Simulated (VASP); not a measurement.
# Bi2Te2O3 (P6/mmm) in VASP: further runs

Runs on Bi2Te2O3. Level: PBE. Tasks: single point.

Everything below comes from runs of VASP 6.6.1. Logs are shortened: lines on timing, memory, paths and dates and some standing lists are left out, and cuts for length are marked.

**1. The cell of the first run**

The structure is hexagonal, space group P6/mmm (No. 191). The conventional cell has a = 4.829 Å, b = 4.829 Å, c = 7.769 Å, α = 90.00°, β = 90.00°, γ = 120.00°. Bi (site symmetry 6mm) has 1 Bi at 2.72 Å and 6 O at 2.77 Å within 3.6 Å. Te (site symmetry -6m2) has 3 Te at 2.79 Å within 3.7 Å. Within 3.2 Å of O (site symmetry mmm) lie 4 O at 2.41 Å and 4 Bi at 2.77 Å.

**2. Single point, PBE**

The input, INCAR:

```
  ALGO = Normal
  EDIFF = 1E-6
  ENCUT = 520
  GGA = PE
  ISIF = 2
  ISMEAR = 0
  LASPH = True
  LCHARG = True
  LELF = True
  LREAL = False
  LVHAR = True
  LWAVE = False
  NBANDS = 39
  NELM = 60
  PREC = Accurate
  SIGMA = 0.15
```

The input, KPOINTS:

```
k-points
0
Gamma
  3 3 2
```

The input, POSCAR:

```
Bi2Te2O3
1.0
    4.8285631699      0.0000000000      0.0000000000
   -2.4142815849      4.1816583689      0.0000000000
    0.0000000000      0.0000000000      7.7686397732
Bi Te O
2 2 3
Direct
    0.0000000000      0.0000000000      0.3250962302
    0.0000000000      0.0000000000      0.6749037698
    0.3333333333      0.6666666667      0.0000000000
    0.6666666667      0.3333333333      0.0000000000
    0.5000000000      0.0000000000      0.5000000000
    0.0000000000      0.5000000000      0.5000000000
    0.5000000000      0.5000000000      0.5000000000
```

Potentials or basis: VASP PAW PBE potentials, release 64 (Bi_d, Te, O).

Command:

```console
$ cat potpaw_PBE.64/Bi_d/POTCAR potpaw_PBE.64/Te/POTCAR potpaw_PBE.64/O/POTCAR > POTCAR
$ mpirun -np 1 vasp_std > vasp.out
```

OUTCAR:

```text
EDIFF = 1E-6
   ENCUT = 520
   GGA = PE
   ISIF = 2
   ISMEAR = 0
   LASPH = True
   LREAL = False
   NELM = 60
   PREC = Accurate

 ion  position               nearest neighbor table
   1  0.000  0.000  0.325-   2 2.72   6 2.77   6 2.77   5 2.77   5 2.77   7 2.77   7 2.77   3 3.76
                             4 3.76   4 3.76   3 3.76   4 3.76   3 3.76
   2  0.000  0.000  0.675-   1 2.72   6 2.77   6 2.77   5 2.77   5 2.77   7 2.77   7 2.77   3 3.76
                             4 3.76   4 3.76   3 3.76   4 3.76   3 3.76
   3  0.333  0.667  0.000-   4 2.79   4 2.79   4 2.79   1 3.76   2 3.76   2 3.76   1 3.76   2 3.76
                             1 3.76
   4  0.667  0.333  0.000-   3 2.79   3 2.79   3 2.79   1 3.76   2 3.76   1 3.76   2 3.76   1 3.76
                             2 3.76
   5  0.500  0.000  0.500-   1 2.77   2 2.77   1 2.77   2 2.77
   6  0.000  0.500  0.500-   1 2.77   2 2.77   1 2.77   2 2.77
   7  0.500  0.500  0.500-   1 2.77   2 2.77   1 2.77   2 2.77

  LATTYP: Found a hexagonal cell.
 ALAT       =     4.8285631699
 C/A-ratio  =     1.6088926457

  Lattice vectors:

 A1 = (   4.8285631699,   0.0000000000,   0.0000000000)
 A2 = (  -2.4142815849,   4.1816583689,   0.0000000000)
 A3 = (   0.0000000000,   0.0000000000,   7.7686397732)

Analysis of symmetry for initial positions (statically):
=====================================================================
 Subroutine PRICEL returns:
 Original cell was already a primitive cell.

 Routine SETGRP: Setting up the symmetry group for a
 hexagonal supercell.

 Subroutine GETGRP returns: Found 24 space group operations
 (whereof 24 operations were pure point group operations)
 out of a pool of 24 trial point group operations.

The static configuration has the point symmetry D_6h.

Analysis of symmetry for dynamics (positions and initial velocities):
=====================================================================
 Subroutine PRICEL returns:
 Original cell was already a primitive cell.

 Routine SETGRP: Setting up the symmetry group for a
 hexagonal supercell.

 Subroutine GETGRP returns: Found 24 space group operations
 (whereof 24 operations were pure point group operations)
 out of a pool of 24 trial point group operations.

The dynamic configuration has the point symmetry D_6h.

 Subroutine INISYM returns: Found 24 space group operations
 (whereof 24 operations are pure point group operations),
 and found     1 'primitive' translations

----------------------------------------------------------------------------------------

                                     Primitive cell

  volume of cell :     156.8597

  direct lattice vectors                    reciprocal lattice vectors
     4.828563170  0.000000000  0.000000000     0.207100946  0.119569787  0.000000000
    -2.414281585  4.181658369  0.000000000     0.000000000  0.239139574  0.000000000
     0.000000000  0.000000000  7.768639773     0.000000000  0.000000000  0.128722663

  length of vectors
     4.828563170  4.828563170  7.768639773     0.239139574  0.239139574  0.128722663

  position of ions in fractional coordinates (direct lattice)
     0.000000000  0.000000000  0.325096230
     0.000000000  0.000000000  0.674903770
     0.333333333  0.666666667  0.000000000
     0.666666667  0.333333333  0.000000000
     0.500000000  0.000000000  0.500000000
     1.000000000  0.500000000  0.500000000
     0.500000000  0.500000000  0.500000000

  ion indices of the primitive-cell ions
   primitive index   ion index
                 1           1
                 2           2
                 3           3
                 4           4
                 5           5
                 6           6
                 7           7

----------------------------------------------------------------------------------------

 KPOINTS: k-points

Automatic generation of k-mesh.
 Grid dimensions read from file:
 generate k-points for:    3    3    2

 Generating k-lattice:

  Cartesian coordinates                     Fractional coordinates (reciprocal lattice)
     0.069033649  0.039856596  0.000000000     0.333333333  0.000000000  0.000000000
     0.000000000  0.079713191  0.000000000     0.000000000  0.333333333  0.000000000
     0.000000000  0.000000000  0.064361332     0.000000000  0.000000000  0.500000000

  Length of vectors
     0.079713191  0.079713191  0.064361332

  Shift w.r.t. Gamma in fractional coordinates (k-lattice)
     0.000000000  0.000000000  0.000000000

 Subroutine IBZKPT returns following result:
 ===========================================

 Found      6 irreducible k-points:

 Following reciprocal coordinates:
            Coordinates               Weight
  0.000000  0.000000  0.000000      1.000000
  0.333333  0.000000  0.000000      6.000000
  0.333333  0.333333  0.000000      2.000000
  0.000000  0.000000  0.500000      1.000000
  0.333333  0.000000  0.500000      6.000000
  0.333333  0.333333  0.500000      2.000000
   k-points           NKPTS =      6   k-points in BZ     NKDIM =      6   number of bands    NBANDS=     39
   number of dos      NEDOS =    301   number of ions     NIONS =      7
   total plane-waves  NPLWV =  77760
   dimension x,y,z NGX =    36 NGY =   36 NGZ =   60
   dimension x,y,z NGXF=    72 NGYF=   72 NGZF=  120
   ions per type =               2   2   3
   NGX,Y,Z   is equivalent  to a cutoff of  12.39, 12.39, 12.84 a.u.
   NGXF,Y,Z  is equivalent  to a cutoff of  24.79, 24.79, 25.68 a.u.
 SYSTEM =  unknown system
   PREC   = accura    normal or accurate (medium, high low for compatibility)
   ISTART =      0    job   : 0-new  1-cont  2-samecut
   ICHARG =      2    charge: 1-file 2-atom 10-const
   ISPIN  =      1    spin polarized calculation?
   LNONCOLLINEAR =      F non collinear calculations
   LSORBIT =      F    spin-orbit coupling
   LASPH  =      T    aspherical Exc in radial PAW
   ENCUT  =  520.0 eV  38.22 Ry    6.18 a.u.   8.98  8.98 14.44*2*pi/ulx,y,z
   NELM   =     60;   NELMIN=  2; NELMDL= -5     # of ELM steps
   EDIFF  = 0.1E-05   stopping-criterion for ELM
   LREAL  =      F    real-space projection
   EDIFFG = 0.1E-04   stopping-criterion for IOM
   NSW    =      0    number of steps for IOM
   IBRION =     -1    ionic relax: 0-MD 1-quasi-New 2-CG
   NFREE  =      0    steps in history (QN), initial steepest desc. (CG)
   ISIF   =      2    stress and relaxation
   ISYM   =      2    0-nonsym 1-usesym 2-fastsym
   POTIM  = 0.5000    time-step for ionic-motion
   TEBEG  =    0.0;   TEEND  =   0.0 temperature during run
   PSTRESS=    0.0 pullay stress
   NELECT =      60.0000    total number of electrons
   NUPDOWN=      -1.0000    fix difference up-down
   EMIN   =  10.00;   EMAX   =-10.00  energy-range for DOS
   EFERMI =   0.00;   METHOD = LEGACY
   ISMEAR =     0;   SIGMA  =   0.15  broadening in eV -4-tet -1-fermi 0-gaus
   EFERMI_NEDOS =   21; number of points for ismear=-14 and -15
   IALGO  =     38    algorithm
   IMIX   =      4    mixing-type and parameters
     AMIX     =   0.40;   BMIX     =  1.00
     AMIX_MAG =   1.60;   BMIX_MAG =  1.00
  volume/ion in A,a.u.               =      22.41       151.22
  Fermi-wavevector in a.u.,A,eV,Ry     =   1.188378  2.245710 19.214737  1.412243
  Thomas-Fermi vector in A             =   2.324509
   LORBIT       =      0    0 simple, 1 ext, 2 COOP (PROOUT), +10 PAW based schemes
   GGA     = PE    functional components
   LHFCALC =     F    Hartree Fock is set to
   AEXX    =    0.0000 exact exchange contribution
   IVDW    =     0    specifies the selected vdW correction
   LEPSILON=     F    determine dielectric tensor
   LRPA    =     F    only Hartree local field effects (RPA)
 non-spin polarized calculation
 Gauss-broadening in eV      SIGMA  =   0.15
  energy-cutoff  :      520.00
  volume of cell :      156.86
 maximum number of plane-waves:      4239
 NGX is ok and might be reduce to    36
   NGX = 17   NGY = 17   NGZ = 29

 number of electron      59.9999994 magnetization

 Free energy of the ion-electron system (eV)
  ---------------------------------------------------
  ext. energy  EPLUGINS =         0.00000000
  ---------------------------------------------------
  free energy    TOTEN  =       -25.42132322 eV

  energy without entropy =      -25.37028764  energy(sigma->0) =      -25.39580543

 E-fermi :   5.7474     XC(G=0):  -9.7931

 val. band max:        5.7184802370   @ k =   0.3333   0.3333   0.5000
 cond. band min:       5.8639147883   @ k =   0.3333   0.3333   0.0000
 fundamental gap:      0.1454345514
 Fermi energy:         5.7473624176

 k-point     1 :       0.0000    0.0000    0.0000
  band No.  band energies     occupation
      1     -17.9459      2.00000
      2     -17.7047      2.00000
      3     -17.7047      2.00000
      4     -17.6856      2.00000
      5     -17.6856      2.00000
      6     -17.6489      2.00000
[... 31 lines left out ...]
     38       9.7741      0.00000
     39      10.9369      0.00000

 k-point     2 :       0.3333    0.0000    0.0000
  band No.  band energies     occupation
      1     -17.9450      2.00000
      2     -17.7150      2.00000
      3     -17.7076      2.00000
      4     -17.6842      2.00000
      5     -17.6770      2.00000
      6     -17.6486      2.00000
[... 31 lines left out ...]
     38       9.7367      0.00000
     39      11.7643      0.00000

 k-point     3 :       0.3333    0.3333    0.0000
  band No.  band energies     occupation
      1     -17.9446      2.00000
      2     -17.7149      2.00000
      3     -17.7149      2.00000
      4     -17.6778      2.00000
      5     -17.6778      2.00000
      6     -17.6464      2.00000
[... 31 lines left out ...]
     38      10.6089      0.00000
     39      10.6561      0.00000

 k-point     4 :       0.0000    0.0000    0.5000
  band No.  band energies     occupation
      1     -17.9448      2.00000
      2     -17.7044      2.00000
      3     -17.7044      2.00000
      4     -17.6855      2.00000
      5     -17.6855      2.00000
      6     -17.6490      2.00000
[... 31 lines left out ...]
     38       8.5335      0.00000
     39      10.9220      0.00000

 k-point     5 :       0.3333    0.0000    0.5000
  band No.  band energies     occupation
      1     -17.9439      2.00000
      2     -17.7145      2.00000
      3     -17.7073      2.00000
      4     -17.6841      2.00000
      5     -17.6770      2.00000
      6     -17.6487      2.00000
[... 31 lines left out ...]
     38      10.1867      0.00000
     39      12.4851      0.00000

 k-point     6 :       0.3333    0.3333    0.5000
  band No.  band energies     occupation
      1     -17.9435      2.00000
      2     -17.7144      2.00000
      3     -17.7144      2.00000
      4     -17.6777      2.00000
      5     -17.6777      2.00000
      6     -17.6464      2.00000
[... 31 lines left out ...]
     38      10.6550      0.00000
     39      12.3649      0.00000

------------------------ aborting loop because EDIFF is reached ----------------------------------------

  FORCE on cell =-STRESS in cart. coord.  units (eV):
  Direction    XX          YY          ZZ          XY          YZ          ZX
  --------------------------------------------------------------------------------------
  -------------------------------------------------------------------------------------
  Total        0.0568541      0.0568541      0.2337933      0.0000000     -0.0000000     -0.0000000
  in kB        0.5807118      0.5807118      2.3879828      0.0000000     -0.0000000     -0.0000000
  external PRESSURE =       1.1831355 kB  Pullay stress =       0.0000000 kB

 VOLUME and BASIS-vectors are now :
 -----------------------------------------------------------------------------
  energy-cutoff  :      520.00
  volume of cell :      156.86
      direct lattice vectors                 reciprocal lattice vectors
     4.828563170  0.000000000  0.000000000     0.207100946  0.119569787  0.000000000
    -2.414281585  4.181658369  0.000000000     0.000000000  0.239139574  0.000000000
     0.000000000  0.000000000  7.768639773     0.000000000  0.000000000  0.128722663

 POSITION                                       TOTAL-FORCE (eV/Angst)
 -----------------------------------------------------------------------------------
      0.00000      0.00000      2.52556         0.000000     -0.000000      0.020433
      0.00000      0.00000      5.24308        -0.000000     -0.000000     -0.020433
     -0.00000      2.78777      0.00000         0.000000      0.000000     -0.000000
      2.41428      1.39389      0.00000         0.000000      0.000000     -0.000000
      2.41428      0.00000      3.88432         0.000000      0.000000     -0.000000
     -1.20714      2.09083      3.88432         0.000000      0.000000     -0.000000
      1.20714      2.09083      3.88432         0.000000      0.000000     -0.000000
 -----------------------------------------------------------------------------------
    total drift:                               -0.000000     -0.000000      0.000000

  FREE ENERGIE OF THE ION-ELECTRON SYSTEM (eV)
  ---------------------------------------------------
  free  energy   TOTEN  =       -25.4213232200 eV

  energy  without entropy=      -25.3702876441  energy(sigma->0) =      -25.39580543
```

Wall time 64 s (1 thread of AMD EPYC 7R43 (Zen 3), shared host); peak memory 0.23 GiB.

Results:

```
Free energy   : -25.4213 eV
Pressure      : 0.1 GPa
Largest force : 0.020 eV/Å
```

Forces on the atoms (eV/Å):
```
Bi   0.000  0.000  0.020
Bi   0.000  0.000 -0.020
Te   0.000  0.000  0.000
Te   0.000  0.000  0.000
O    0.000  0.000  0.000
O    0.000  0.000  0.000
O    0.000  0.000  0.000
```

Caveat: the k points lie up to 0.50 Å⁻¹ apart; spin-orbit coupling is left out, which moves the levels of the heavy elements.

(Part 1 of 2 ends here.)
